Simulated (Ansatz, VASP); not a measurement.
**One calculation of GaP, two programs**

```xyz
2
Lattice="0.0000 3.0591 2.1628 3.0591 0.0000 2.1628 3.0591 3.0591 0.0000" Properties=species:S:1:pos:R:3 pbc="T T T"
Ga    0.0000    0.0000    0.0000
P     4.5887    4.5887    3.2442
```

Alike in both runs: task single point; functional PBEsol; k mesh 10 × 10 × 10; occupations gaussian, width 0.05 eV; no spin polarisation.

|  | VASP | Ansatz |
| --- | --- | --- |
| version | VASP 6.6.1 | Ansatz 0.2.0 |
| potentials or method | VASP PAW PBE potentials, release 64 (Ga_d, P), cutoff 520 eV | scalar-relativistic, plane waves, PAW |
| valence electrons in the cell | 18 | 18 |

VASP gave:

```
gap on the k mesh at the Fermi level (eV)                     : none
pressure (GPa)                                                : -3.8
traceless stress, the component that is largest in VASP (GPa) : 7.62
```

**Question.** Estimate Ansatz's values.

**Answer.** gap on the k mesh at the Fermi level (eV): none; pressure (GPa): -3.8; traceless stress, the component that is largest in VASP (GPa): 7.60.

VASP's potentials were made for PBE, not for PBEsol. A gap of «none» marks a metal or a gap that the smearing closes. The functional is the same, so the differences come from potentials, cutoffs and numerics.
